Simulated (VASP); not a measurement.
# Li in VASP: a series of runs

The runs below take Li through single point, with PBEsol.

All numbers are computed with VASP 6.6.1; they aren't measurements. Logs are shortened: lines on timing, memory, paths and dates and some standing lists are left out, and cuts for length are marked.

## 1. The cell of the first run

Symmetry: Fm-3m, No. 225, cubic system. The conventional cell has a = 4.490 Å, b = 4.490 Å, c = 4.490 Å, α = 90.00°, β = 90.00°, γ = 90.00°. Within 4.2 Å of Li (site symmetry m-3m) lie 12 Li at 3.18 Å.

## 2. Single point, PBEsol (volume scaled by 1.06)

File INCAR:

```
SYSTEM = Li
ALGO = Normal
EDIFF = 1E-6
ENCUT = 750
GGA = PS
GGA_COMPAT = .False.
ISIF = 2
ISMEAR = -1
LASPH = .True.
LCHARG = .True.
LELF = .True.
LREAL = .False.
LVHAR = .True.
LWAVE = .False.
NBANDS = 8
NELM = 120
PREC = Accurate
SIGMA = 0.08
```

File KPOINTS:

```
k-points
0
Gamma
  13 13 13
  0 0 0
```

File POSCAR:

```
Li
1.0
    0.0000000000      2.2451874350      2.2451874350
    2.2451874350      0.0000000000      2.2451874350
    2.2451874350      2.2451874350      0.0000000000
Li
1
Direct
    0.0000000000      0.0000000000      0.0000000000
```

Potentials or basis: VASP PAW PBE potentials, release 64 (Li_sv).

On the command line:

```console
$ cat potpaw_PBE.64/Li_sv/POTCAR > POTCAR
$ mpirun -np 1 vasp_std > vasp.out
```

OUTCAR:

```text
SYSTEM = Li
   EDIFF = 1E-6
   ENCUT = 750
   GGA = PS
   ISIF = 2
   ISMEAR = -1
   LASPH = .True.
   LREAL = .False.
   NELM = 120
   PREC = Accurate

 ion  position               nearest neighbor table
   1  0.000  0.000  0.000-

  LATTYP: Found a face centered cubic cell.
 ALAT       =     4.4903748700

  Lattice vectors:

 A1 = (   0.0000000000,   2.2451874350,   2.2451874350)
 A2 = (   2.2451874350,   0.0000000000,   2.2451874350)
 A3 = (   2.2451874350,   2.2451874350,   0.0000000000)

Analysis of symmetry for initial positions (statically):
=====================================================================
 Subroutine PRICEL returns:
 Original cell was already a primitive cell.

 Routine SETGRP: Setting up the symmetry group for a
 face centered cubic supercell.

 Subroutine GETGRP returns: Found 48 space group operations
 (whereof 48 operations were pure point group operations)
 out of a pool of 48 trial point group operations.

The static configuration has the point symmetry O_h .

Analysis of symmetry for dynamics (positions and initial velocities):
=====================================================================
 Subroutine PRICEL returns:
 Original cell was already a primitive cell.

 Routine SETGRP: Setting up the symmetry group for a
 face centered cubic supercell.

 Subroutine GETGRP returns: Found 48 space group operations
 (whereof 48 operations were pure point group operations)
 out of a pool of 48 trial point group operations.

The dynamic configuration has the point symmetry O_h .

 Subroutine INISYM returns: Found 48 space group operations
 (whereof 48 operations are pure point group operations),
 and found     1 'primitive' translations

----------------------------------------------------------------------------------------

                                     Primitive cell

  volume of cell :      22.6354

  direct lattice vectors                    reciprocal lattice vectors
     0.000000000  2.245187435  2.245187435    -0.222698556  0.222698556  0.222698556
     2.245187435  0.000000000  2.245187435     0.222698556 -0.222698556  0.222698556
     2.245187435  2.245187435  0.000000000     0.222698556  0.222698556 -0.222698556

  length of vectors
     3.175174521  3.175174521  3.175174521     0.385725214  0.385725214  0.385725214

  position of ions in fractional coordinates (direct lattice)
     0.000000000  0.000000000  0.000000000

  ion indices of the primitive-cell ions
   primitive index   ion index
                 1           1

----------------------------------------------------------------------------------------

 KPOINTS: k-points

Automatic generation of k-mesh.
 Grid dimensions read from file:
 generate k-points for:   13   13   13

 Generating k-lattice:

  Cartesian coordinates                     Fractional coordinates (reciprocal lattice)
    -0.017130658  0.017130658  0.017130658     0.076923077  0.000000000  0.000000000
     0.017130658 -0.017130658  0.017130658     0.000000000  0.076923077  0.000000000
     0.017130658  0.017130658 -0.017130658     0.000000000  0.000000000  0.076923077

  Length of vectors
     0.029671170  0.029671170  0.029671170

  Shift w.r.t. Gamma in fractional coordinates (k-lattice)
     0.000000000  0.000000000  0.000000000

 Subroutine IBZKPT returns following result:
 ===========================================

 Found     84 irreducible k-points:

 Following reciprocal coordinates:
            Coordinates               Weight
  0.000000  0.000000  0.000000      1.000000
  0.076923  0.000000  0.000000      8.000000
  0.153846  0.000000  0.000000      8.000000
  0.230769  0.000000  0.000000      8.000000
  0.307692  0.000000  0.000000      8.000000
  0.384615  0.000000  0.000000      8.000000
[... 16 lines left out ...]
  0.384615  0.153846  0.000000     24.000000
  0.461538  0.153846  0.000000     24.000000
 [... further k-points ...]
   k-points           NKPTS =     84   k-points in BZ     NKDIM =     84   number of bands    NBANDS=      8
   number of dos      NEDOS =    301   number of ions     NIONS =      1
   total plane-waves  NPLWV =  21952
   dimension x,y,z NGX =    28 NGY =   28 NGZ =   28
   dimension x,y,z NGXF=    56 NGYF=   56 NGZF=   56
   ions per type =               1
   NGX,Y,Z   is equivalent  to a cutoff of  14.66, 14.66, 14.66 a.u.
   NGXF,Y,Z  is equivalent  to a cutoff of  29.32, 29.32, 29.32 a.u.
 SYSTEM =  Li
   PREC   = accura    normal or accurate (medium, high low for compatibility)
   ISTART =      0    job   : 0-new  1-cont  2-samecut
   ICHARG =      2    charge: 1-file 2-atom 10-const
   ISPIN  =      1    spin polarized calculation?
   LNONCOLLINEAR =      F non collinear calculations
   LSORBIT =      F    spin-orbit coupling
   LASPH  =      T    aspherical Exc in radial PAW
   ENCUT  =  750.0 eV  55.12 Ry    7.42 a.u.   7.09  7.09  7.09*2*pi/ulx,y,z
   NELM   =    120;   NELMIN=  2; NELMDL= -5     # of ELM steps
   EDIFF  = 0.1E-05   stopping-criterion for ELM
   LREAL  =      F    real-space projection
   EDIFFG = 0.1E-04   stopping-criterion for IOM
   NSW    =      0    number of steps for IOM
   IBRION =     -1    ionic relax: 0-MD 1-quasi-New 2-CG
   NFREE  =      0    steps in history (QN), initial steepest desc. (CG)
   ISIF   =      2    stress and relaxation
   ISYM   =      2    0-nonsym 1-usesym 2-fastsym
   POTIM  = 0.5000    time-step for ionic-motion
   TEBEG  =    0.0;   TEEND  =   0.0 temperature during run
   PSTRESS=    0.0 pullay stress
   NELECT =       3.0000    total number of electrons
   NUPDOWN=      -1.0000    fix difference up-down
   EMIN   =  10.00;   EMAX   =-10.00  energy-range for DOS
   EFERMI =   0.00;   METHOD = LEGACY
   ISMEAR =    -1;   SIGMA  =   0.08  broadening in eV -4-tet -1-fermi 0-gaus
   EFERMI_NEDOS =   21; number of points for ismear=-14 and -15
   IALGO  =     38    algorithm
   IMIX   =      4    mixing-type and parameters
     AMIX     =   0.40;   BMIX     =  1.00
     AMIX_MAG =   1.60;   BMIX_MAG =  1.00
  volume/ion in A,a.u.               =      22.64       152.75
  Fermi-wavevector in a.u.,A,eV,Ry     =   0.834679  1.577314  9.479022  0.696688
  Thomas-Fermi vector in A             =   1.948110
   LORBIT       =      0    0 simple, 1 ext, 2 COOP (PROOUT), +10 PAW based schemes
   GGA     = PS    functional components
   LHFCALC =     F    Hartree Fock is set to
   AEXX    =    0.0000 exact exchange contribution
   IVDW    =     0    specifies the selected vdW correction
   LEPSILON=     F    determine dielectric tensor
   LRPA    =     F    only Hartree local field effects (RPA)
 non-spin polarized calculation
  energy-cutoff  :      750.00
  volume of cell :       22.64
 maximum number of plane-waves:      1067
   NGX = 15   NGY = 15   NGZ = 15

 number of electron       3.0000003 magnetization

 Free energy of the ion-electron system (eV)
  ---------------------------------------------------
  ext. energy  EPLUGINS =         0.00000000
  ---------------------------------------------------
  free energy    TOTEN  =        -1.96122155 eV

  energy without entropy =       -1.94862146  energy(sigma->0) =       -1.95492150

 E-fermi :   0.3518     XC(G=0):  -6.7541

 val. band max:        0.3149612115   @ k =  -0.2308   0.3077   0.0769
 cond. band min:       0.3885195161   @ k =  -0.3846   0.1538   0.0000
 fundamental gap:      0.0735583045
 Fermi energy:         0.3518326668

 k-point     1 :       0.0000    0.0000    0.0000
  band No.  band energies     occupation
      1     -45.7608      2.00000
      2      -3.0845      2.00000
      3      13.6405      0.00000
      4      13.6405      0.00000
      5      13.6405      0.00000
      6      17.3095      0.00000
      7      17.3095      0.00000
      8      17.3095      0.00000

 k-point     2 :       0.0769    0.0000    0.0000
  band No.  band energies     occupation
      1     -45.7600      2.00000
      2      -2.9824      2.00000
      3      12.5989      0.00000
      4      13.4254      0.00000
      5      13.4254      0.00000
      6      16.6062      0.00000
      7      17.6928      0.00000
      8      17.6928      0.00000

 k-point     3 :       0.1538    0.0000    0.0000
  band No.  band energies     occupation
      1     -45.7581      2.00000
      2      -2.6776      2.00000
      3      10.4741      0.00000
      4      12.9889      0.00000
      5      12.9889      0.00000
      6      16.6446      0.00000
      7      18.3667      0.00000
      8      18.3667      0.00000

 k-point     4 :       0.2308    0.0000    0.0000
  band No.  band energies     occupation
      1     -45.7554      2.00000
      2      -2.1715      2.00000
      3       8.2525      0.00000
      4      12.5790      0.00000
      5      12.5790      0.00000
      6      16.9485      0.00000
      7      17.9712      0.00000
      8      17.9712      0.00000

 k-point     5 :       0.3077    0.0000    0.0000
  band No.  band energies     occupation
      1     -45.7525      2.00000
      2      -1.4720      2.00000
      3       6.1988      0.00000
      4      12.2872      0.00000
      5      12.2872      0.00000
      6      16.9466      0.00000
      7      17.0140      0.00000
      8      17.0140      0.00000

 k-point     6 :       0.3846    0.0000    0.0000
  band No.  band energies     occupation
      1     -45.7501      2.00000
      2      -0.6166      1.99999
      3       4.4204      0.00000
      4      12.1225      0.00000
      5      12.1225      0.00000
      6      16.2495      0.00000
      7      16.2495      0.00000
      8      16.6264      0.00000

 k-point     7 :       0.4615    0.0000    0.0000
  band No.  band energies     occupation
      1     -45.7487      2.00000
      2       0.2009      1.73672
      3       3.1363      0.00000
      4      12.0563      0.00000
      5      12.0563      0.00000
      6      15.8370      0.00000
      7      15.8370      0.00000
      8      16.4043      0.00000

 k-point     8 :       0.0769    0.0769    0.0000
  band No.  band energies     occupation
      1     -45.7598      2.00000
      2      -2.9482      2.00000
      3      12.8075      0.00000
      4      12.8075      0.00000
      5      13.6171      0.00000
      6      15.5694      0.00000
      7      18.3884      0.00000
      8      18.3884      0.00000

 k-point     9 :       0.1538    0.0769    0.0000
  band No.  band energies     occupation
      1     -45.7583      2.00000
      2      -2.7108      2.00000
      3      11.2146      0.00000
      4      12.1780      0.00000
      5      13.5404      0.00000
      6      15.4052      0.00000
      7      17.9851      0.00000
      8      19.0310      0.00000

 k-point    10 :       0.2308    0.0769    0.0000
  band No.  band energies     occupation
      1     -45.7558      2.00000
      2      -2.2705      2.00000
      3       9.0267      0.00000
      4      11.6868      0.00000
      5      13.2011      0.00000
      6      15.6362      0.00000
      7      17.1580      0.00000
      8      19.4428      0.00000
[... 78 lines left out ...]
 k-point    18 :      -0.1538    0.0769    0.0000
  band No.  band energies     occupation
      1     -45.7567      2.00000
      2      -2.4400      2.00000
      3       9.7310      0.00000
      4      11.5029      0.00000
      5      13.5414      0.00000
      6      16.6634      0.00000
      7      17.9700      0.00000
      8      18.1871      0.00000

 k-point    19 :      -0.0769    0.0769    0.0000
  band No.  band energies     occupation
      1     -45.7589      2.00000
      2      -2.8127      2.00000
      3      11.7811      0.00000
      4      12.1291      0.00000
      5      13.7214      0.00000
      6      16.3790      0.00000
      7      17.6616      0.00000
      8      18.9549      0.00000

 k-point    20 :       0.1538    0.1538    0.0000
  band No.  band energies     occupation
      1     -45.7572      2.00000
      2      -2.5401      2.00000
      3      11.4249      0.00000
      4      11.4250      0.00000
      5      13.4812      0.00000
      6      13.8230      0.00000
      7      16.1687      0.00000
      8      20.4338      0.00000

 k-point    21 :       0.2308    0.1538    0.0000
  band No.  band energies     occupation
      1     -45.7552      2.00000
      2      -2.1654      2.00000
      3       9.8543      0.00000
      4      10.8448      0.00000
      5      13.0957      0.00000
      6      13.8270      0.00000
      7      15.1671      0.00000
      8      21.1137      0.00000

 k-point    22 :       0.3077    0.1538    0.0000
  band No.  band energies     occupation
      1     -45.7526      2.00000
      2      -1.5888      2.00000
      3       7.7744      0.00000
      4      10.4780      0.00000
      5      12.2423      0.00000
      6      13.6842      0.00000
      7      15.9069      0.00000
      8      20.5127      0.00000

 k-point    23 :       0.3846    0.1538    0.0000
  band No.  band energies     occupation
      1     -45.7501      2.00000
      2      -0.8210      2.00000
      3       5.8179      0.00000
      4      10.3392      0.00000
      5      11.2754      0.00000
      6      13.5586      0.00000
      7      17.3243      0.00000
      8      19.5126      0.00000

 k-point    24 :       0.4615    0.1538    0.0000
  band No.  band energies     occupation
      1     -45.7482      2.00000
      2       0.0852      1.93107
      3       4.1428      0.00000
      4      10.4309      0.00000
      5      10.4584      0.00000
      6      13.6009      0.00000
      7      18.6341      0.00000
      8      18.8421      0.00000

 [... further k-points ...]

------------------------ aborting loop because EDIFF is reached ----------------------------------------

  FORCE on cell =-STRESS in cart. coord.  units (eV):
  Direction    XX          YY          ZZ          XY          YZ          ZX
  --------------------------------------------------------------------------------------
  -------------------------------------------------------------------------------------
  Total       -0.1919848     -0.1919848     -0.1919848      0.0000000     -0.0000000     -0.0000000
  in kB      -13.5890653    -13.5890653    -13.5890653      0.0000000     -0.0000000     -0.0000000
  external PRESSURE =     -13.5890653 kB  Pullay stress =       0.0000000 kB

 VOLUME and BASIS-vectors are now :
 -----------------------------------------------------------------------------
  energy-cutoff  :      750.00
  volume of cell :       22.64
      direct lattice vectors                 reciprocal lattice vectors
     0.000000000  2.245187435  2.245187435    -0.222698556  0.222698556  0.222698556
     2.245187435  0.000000000  2.245187435     0.222698556 -0.222698556  0.222698556
     2.245187435  2.245187435  0.000000000     0.222698556  0.222698556 -0.222698556

 POSITION                                       TOTAL-FORCE (eV/Angst)
 -----------------------------------------------------------------------------------
      0.00000      0.00000      0.00000         0.000000      0.000000      0.000000
 -----------------------------------------------------------------------------------
    total drift:                               -0.000000     -0.000000     -0.000000

  FREE ENERGIE OF THE ION-ELECTRON SYSTEM (eV)
  ---------------------------------------------------
  free  energy   TOTEN  =        -1.9612215469 eV

  energy  without entropy=       -1.9486214572  energy(sigma->0) =       -1.95492150
```

It took 10 s on 1 thread of Intel Xeon Platinum 8559C (Emerald Rapids), shared host; peak memory 0.15 GiB.

What came out:

- Free energy: -1.9612 eV
- Pressure: -1.4 GPa

Levels at points of the mesh, in eV from the Fermi level:
```
           k point  band 1  band 2  band 3  band 4  band 5  band 6  band 7
(0.00, 0.00, 0.00)  -46.11   -3.44   13.29   13.29   13.29   16.96   16.96
```

Caveat: the PAW data sets were made with another functional, which shifts forces and pressure a little.

## 3. Single point, PBEsol (zz strain of +2 %)

File INCAR:

```
SYSTEM = Li
  ALGO = Normal
  EDIFF = 1E-6
  ENCUT = 750
  GGA = PS
  GGA_COMPAT = .FALSE.
  ISIF = 2
  ISMEAR = -1
  LASPH = .TRUE.
  LCHARG = .FALSE.
  LREAL = .FALSE.
  LWAVE = .FALSE.
  NBANDS = 8
  NELM = 120
  PREC = Accurate
  SIGMA = 0.08
```

File KPOINTS:

```
k-points
0
G
  13 13 13
  0 0 0
```

File POSCAR:

```
Li
1.0
    0.0000000000      2.2020000000      2.2460400000
    2.2020000000      0.0000000000      2.2460400000
    2.2020000000      2.2020000000      0.0000000000
Li
1
Direct
    0.0000000000      0.0000000000      0.0000000000
```

Potentials or basis: VASP PAW PBE potentials, release 64 (Li_sv).

On the command line:

```console
$ cat potpaw_PBE.64/Li_sv/POTCAR > POTCAR
$ mpirun -np 1 vasp_std > vasp.out
```

Run time: 34 s. Hardware: 1 thread of AMD EPYC 7R43 (Zen 3), shared host; peak memory 0.14 GiB.

The run converged. Its results:

```yaml
Free_energy: -1.9670 eV
Pressure: -1.0 GPa
```

Levels at points of the mesh, in eV from the Fermi level:
```tsv
k point	band 1	band 2	band 3	band 4	band 5	band 6	band 7
(0.00, 0.00, 0.00)	-46.04	-3.49	13.65	13.65	13.67	17.34	17.41
```

Caveat: the cell differs from its parent crystal (zz strain of +2 %); the PAW data sets were made with another functional, which shifts forces and pressure a little.

## 4. Single point, PBEsol (zz strain of +1 %)

File INCAR:

```
ALGO = Normal
EDIFF = 1E-6
ENCUT = 750
GGA = PS
GGA_COMPAT = F
ISIF = 2
ISMEAR = -1
LASPH = T
LCHARG = F
LREAL = F
LWAVE = F
NBANDS = 8
NELM = 120
PREC = Accurate
SIGMA = 0.08
```

File KPOINTS:

```
k-points
0
Gamma
  13 13 13
```

File POSCAR:

```
Li
1.0
    0.0000000000      2.2020000000      2.2240200000
    2.2020000000      0.0000000000      2.2240200000
    2.2020000000      2.2020000000      0.0000000000
Li
1
Direct
    0.0000000000      0.0000000000      0.0000000000
```

On the command line:

```console
$ cat potpaw_PBE.64/Li_sv/POTCAR > POTCAR
$ mpirun -np 1 vasp_std > vasp.out
```

Run time: 36 s. Hardware: 1 thread of AMD EPYC 7R43 (Zen 3), shared host; peak memory 0.14 GiB.

It converged, with:

| Item | Value |
| --- | --- |
| Free energy | -1.9681 eV |
| Pressure | -0.9 GPa |

Levels at points of the mesh, in eV from the Fermi level:
```tsv
k point	band 1	band 2	band 3	band 4	band 5	band 6
(0.00, 0.00, 0.00)	-46.03	-3.50	13.74	13.74	13.75	17.47
```

Caveat: the cell differs from its parent crystal (zz strain of +1 %); the PAW data sets were made with another functional, which shifts forces and pressure a little.

## 5. Single point, PBEsol (zz strain of +3 %)

File INCAR:

```
PREC     = Accurate       # precision mode
ENCUT    = 750            # plane-wave cutoff, eV
EDIFF    = 1E-6           # SCF threshold, eV
ISMEAR   = -1             # smearing method
SIGMA    = 0.08           # smearing width, eV
LREAL    = F              # projectors in reciprocal space
LASPH    = T              # aspherical terms in the spheres
NELM     = 120            # most SCF steps
ALGO     = Normal         # electronic algorithm
ISIF     = 2              # what is computed and relaxed
LWAVE    = F              # write WAVECAR
LCHARG   = T              # write CHGCAR
GGA      = PS             # functional
LELF     = T              # ELF
LVHAR    = T            
NBANDS   = 8              # bands
GGA_COMPAT= F
```

File KPOINTS:

```
regular mesh
0
Gamma
  13 13 13
```

File POSCAR:

```
Li
1.0
    0.0000000000      2.2020000000      2.2680600000
    2.2020000000      0.0000000000      2.2680600000
    2.2020000000      2.2020000000      0.0000000000
Li
1
Direct
    0.0000000000      0.0000000000      0.0000000000
```

On the command line:

```console
$ cat potpaw_PBE.64/Li_sv/POTCAR > POTCAR
$ mpirun -np 1 vasp_std > vasp.out
```

It took 38 s on 1 thread of AMD EPYC 7R43 (Zen 3), shared host; peak memory 0.14 GiB.

It converged, with:

```yaml
Free_energy: -1.9657 eV
Pressure: -1.1 GPa
```

Levels at points of the mesh, in eV from the Fermi level:
| k point | band 1 | band 2 | band 3 | band 4 | band 5 |
| --- | --- | --- | --- | --- | --- |
| (0.00, 0.00, 0.00) | -46.06 | -3.47 | 13.55 | 13.55 | 13.58 |

Caveat: the cell differs from its parent crystal (zz strain of +3 %); the PAW data sets were made with another functional, which shifts forces and pressure a little.

## 6. Summary

```tsv
cell	gap on the mesh (eV)	pressure (GPa)
a = 3.175 Å, angles 60.0°, 1 atom	none	-1.4
a = 3.145, b = 3.145, c = 3.114 Å, angles 60.3, 60.3, 59.3°, 1 atom	none	-1.0
a = 3.130, b = 3.130, c = 3.114 Å, angles 60.2, 60.2, 59.7°, 1 atom	none	-0.9
a = 3.161, b = 3.161, c = 3.114 Å, angles 60.5, 60.5, 59.0°, 1 atom	none	-1.1
```

Alike in all rows: task single point; level PBEsol; potentials or basis VASP PAW PBE potentials, release 64 (Li_sv); no spin polarisation; k mesh 13 × 13 × 13; cutoff (eV) 750; smearing fermi-dirac 0.08 eV.

Caveats: the PAW data sets were made with another functional, which shifts forces and pressure a little.

Absolute energies hang on the potentials; compare differences alone.
